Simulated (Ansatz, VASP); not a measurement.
## AlRu: VASP beside Ansatz

```
CELL_PARAMETERS angstrom
2.97641 0.00000 0.00000
0.00000 2.84247 0.00000
0.00000 0.00000 2.97641
ATOMIC_POSITIONS crystal
Al 0.00000 0.00000 0.00000
Ru 0.50000 0.50000 0.50000
```

Change from the starting cell: strain -0.0450 x Voigt [0, 1, 0, 0, 0, 0], atoms carried along.

Alike in both runs: task single point; functional PBEsol; k mesh 20 × 20 × 20; occupations gaussian, width 0.15 eV; no spin polarisation.

```csv
,VASP,Ansatz
version,VASP 6.6.1,Ansatz 0.2.0
potentials or method,"VASP PAW PBE potentials, release 64 (Al, Ru_pv), cutoff 520 eV","scalar-relativistic, plane waves, PAW"
valence electrons in the cell,17,19
```

Ansatz gave:

```
gap on the k mesh at the Fermi level (eV)                     : none
pressure (GPa)                                                : 11.4
traceless stress, the component that is largest in VASP (GPa) : 6.54
```

**Question.** Which values does VASP return?

**Answer.** gap on the k mesh at the Fermi level (eV): none; pressure (GPa): 11.6; traceless stress, the component that is largest in VASP (GPa): 6.55.

VASP's potentials were made for PBE, not for PBEsol. A gap of «none» marks a metal or a gap that the smearing closes. VASP's potentials hold 17 valence electrons a cell and Ansatz's 19, so a difference there can come from the potentials and not from the codes.
